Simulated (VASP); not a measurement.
# K (Fd-3m) in VASP: a series of runs, part 2 of 2

VASP 6.6.1.

## 4. Single point, PBE (111.83 Å³/atom)

This run uses another cell than the first one, of 111.83 Å³/atom.

Contents of INCAR:

```
SYSTEM = K
PREC = Accurate
ENCUT = 520
EDIFF = 1E-6
ISMEAR = -1
SIGMA = 0.1
LREAL = .FALSE.
LASPH = .TRUE.
NELM = 100
ALGO = Normal
ISIF = 2
LWAVE = .FALSE.
LCHARG = .FALSE.
GGA = PE
NBANDS = 16
```

Contents of KPOINTS:

```
Automatic mesh
0
G
  9 9 9
  0 0 0
```

Contents of POSCAR:

```
K
1.0
    0.0000000000      4.8178062060      4.8178062060
    4.8178062060      0.0000000000      4.8178062060
    4.8178062060      4.8178062060      0.0000000000
K
2
Direct
    0.1250000000      0.1250000000      0.1250000000
    0.8750000000      0.8750000000      0.8750000000
```

Potentials or basis: VASP PAW PBE potentials, release 64 (K_sv).

The run is started by

```bash
$ cat potpaw_PBE.64/K_sv/POTCAR > POTCAR
$ mpirun -np 1 vasp_std > vasp.out
```

OUTCAR:

```text
SYSTEM = K
   PREC = Accurate
   ENCUT = 520
   EDIFF = 1E-6
   ISMEAR = -1
   LREAL = .FALSE.
   LASPH = .TRUE.
   NELM = 100
   ISIF = 2
   GGA = PE

 ion  position               nearest neighbor table
   1  0.125  0.125  0.125-
   2  0.875  0.875  0.875-

  LATTYP: Found a face centered cubic cell.
 ALAT       =     9.6356124120

  Lattice vectors:

 A1 = (   0.0000000000,   4.8178062060,   4.8178062060)
 A2 = (   4.8178062060,   0.0000000000,   4.8178062060)
 A3 = (   4.8178062060,   4.8178062060,   0.0000000000)

Analysis of symmetry for initial positions (statically):
=====================================================================
 Subroutine PRICEL returns:
 Original cell was already a primitive cell.

 Routine SETGRP: Setting up the symmetry group for a
 face centered cubic supercell.

 Subroutine GETGRP returns: Found 48 space group operations
 (whereof 12 operations were pure point group operations)
 out of a pool of 48 trial point group operations.

The static configuration has the point symmetry D_3d.
 The point group associated with its full space group is O_h .

Analysis of symmetry for dynamics (positions and initial velocities):
=====================================================================
 Subroutine PRICEL returns:
 Original cell was already a primitive cell.

 Routine SETGRP: Setting up the symmetry group for a
 face centered cubic supercell.

 Subroutine GETGRP returns: Found 48 space group operations
 (whereof 12 operations were pure point group operations)
 out of a pool of 48 trial point group operations.

The dynamic configuration has the point symmetry D_3d.
 The point group associated with its full space group is O_h .

 Subroutine INISYM returns: Found 48 space group operations
 (whereof 12 operations are pure point group operations),
 and found     1 'primitive' translations

[... 106 lines left out ...]
   NUPDOWN=      -1.0000    fix difference up-down
   EMIN   =  10.00;   EMAX   =-10.00  energy-range for DOS
   EFERMI =   0.00;   METHOD = LEGACY
   ISMEAR =    -1;   SIGMA  =   0.10  broadening in eV -4-tet -1-fermi 0-gaus
   EFERMI_NEDOS =   21; number of points for ismear=-14 and -15
   IALGO  =     38    algorithm
   IMIX   =      4    mixing-type and parameters
     AMIX     =   0.40;   BMIX     =  1.00
     AMIX_MAG =   1.60;   BMIX_MAG =  1.00
  volume/ion in A,a.u.               =     111.83       754.65
  Fermi-wavevector in a.u.,A,eV,Ry     =   0.706816  1.335688  6.797318  0.499589
  Thomas-Fermi vector in A             =   1.792698
   LORBIT       =      0    0 simple, 1 ext, 2 COOP (PROOUT), +10 PAW based schemes
   GGA     = PE    functional components
[... 5 lines left out ...]
 non-spin polarized calculation
  energy-cutoff  :      520.00
  volume of cell :      223.65
 maximum number of plane-waves:      6046
 NGX is ok and might be reduce to    54
   NGX = 25   NGY = 25   NGZ = 25

 number of electron      17.9999999 magnetization

 Free energy of the ion-electron system (eV)
  ---------------------------------------------------
  ext. energy  EPLUGINS =         0.00000000
  ---------------------------------------------------
  free energy    TOTEN  =        -1.52681967 eV

  energy without entropy =       -1.47342345  energy(sigma->0) =       -1.50012156

 E-fermi :  -0.8210     XC(G=0):  -4.6465

 val. band max:       -0.8512359935   @ k =  -0.4444   0.1111   0.0000
 cond. band min:      -0.7807100014   @ k =   0.4444   0.0000   0.0000
 fundamental gap:      0.0705259921
 Fermi energy:        -0.8210350121

 k-point     1 :       0.0000    0.0000    0.0000
  band No.  band energies     occupation
      1     -33.4257      2.00000
      2     -33.4134      2.00000
      3     -16.9269      2.00000
      4     -16.9269      2.00000
      5     -16.9269      2.00000
      6     -16.8696      2.00000
[... 433 lines left out ...]
      3     -16.9382      2.00000
      4     -16.9382      2.00000
      5     -16.9038      2.00000
      6     -16.8939      2.00000
[... 8 lines left out ...]
     15       2.6691      0.00000
     16       2.6691      0.00000

 [... further k-points ...]

------------------------ aborting loop because EDIFF is reached ----------------------------------------

  FORCE on cell =-STRESS in cart. coord.  units (eV):
  Direction    XX          YY          ZZ          XY          YZ          ZX
  --------------------------------------------------------------------------------------
  -------------------------------------------------------------------------------------
  Total       -0.0128300     -0.0128300     -0.0128300     -0.0000000      0.0000000     -0.0000000
  in kB       -0.0919096     -0.0919096     -0.0919096     -0.0000000      0.0000000     -0.0000000
  external PRESSURE =      -0.0919096 kB  Pullay stress =       0.0000000 kB

 VOLUME and BASIS-vectors are now :
 -----------------------------------------------------------------------------
  energy-cutoff  :      520.00
  volume of cell :      223.65
      direct lattice vectors                 reciprocal lattice vectors
     0.000000000  4.817806206  4.817806206    -0.103781675  0.103781675  0.103781675
     4.817806206  0.000000000  4.817806206     0.103781675 -0.103781675  0.103781675
     4.817806206  4.817806206  0.000000000     0.103781675  0.103781675 -0.103781675

 POSITION                                       TOTAL-FORCE (eV/Angst)
 -----------------------------------------------------------------------------------
      1.20445      1.20445      1.20445         0.000000      0.000000     -0.000000
      8.43116      8.43116      8.43116        -0.000000     -0.000000      0.000000
 -----------------------------------------------------------------------------------
    total drift:                               -0.000000      0.000000     -0.000000

  FREE ENERGIE OF THE ION-ELECTRON SYSTEM (eV)
  ---------------------------------------------------
  free  energy   TOTEN  =        -1.5268196718 eV

  energy  without entropy=       -1.4734234537  energy(sigma->0) =       -1.50012156
```

OSZICAR:

```text
N       E                     dE             d eps       ncg     rms          rms(c)
DAV:   1     0.111710246745E+03    0.11171E+03   -0.71250E+03  1136   0.831E+02
DAV:   2     0.729304962336E+01   -0.10442E+03   -0.10241E+03  1400   0.237E+02
DAV:   3    -0.957131809226E+00   -0.82502E+01   -0.82261E+01  1984   0.507E+01
DAV:   4    -0.152029124647E+01   -0.56316E+00   -0.56298E+00  1664   0.930E+00
DAV:   5    -0.152826292029E+01   -0.79717E-02   -0.79681E-02  1776   0.102E+00    0.153E+00
DAV:   6    -0.152722735440E+01    0.10356E-02   -0.25118E-03  1720   0.317E-01    0.976E-01
DAV:   7    -0.152672386116E+01    0.50349E-03   -0.47710E-03  1640   0.333E-01    0.753E-02
DAV:   8    -0.152680385430E+01   -0.79993E-04   -0.63501E-04  1808   0.176E-01    0.332E-02
DAV:   9    -0.152682078630E+01   -0.16932E-04   -0.27071E-05  1776   0.258E-02    0.162E-02
DAV:  10    -0.152681928371E+01    0.15026E-05   -0.17763E-05  1624   0.266E-02    0.579E-03
DAV:  11    -0.152681967183E+01   -0.38812E-06   -0.16627E-06  1200   0.513E-03
   1 F= -.15268197E+01 E0= -.15001216E+01  d E =-.533962E-01
```

stdout:

```text
POSCAR found type information on POSCAR K
 POSCAR found :  1 types and       2 ions
 scaLAPACK will be used
 LDA part: xc-table for (Slater+PW92), standard interpolation
 POSCAR, INCAR and KPOINTS ok, starting setup
 FFT: planning ... GRIDC
 FFT: planning ... GRID_SOFT
 FFT: planning ... GRID
 WAVECAR not read
 entering main loop
```

Run time: 4.1 min. Hardware: 1 thread of Intel Xeon 8259CL, shared host; peak memory 0.43 GiB.

What came out:

```
Free energy            : -1.5268 eV
Pressure               : 0.0 GPa
Band gap on the k mesh : zero (bands 9 and 10 overlap by 0.12 eV)
```
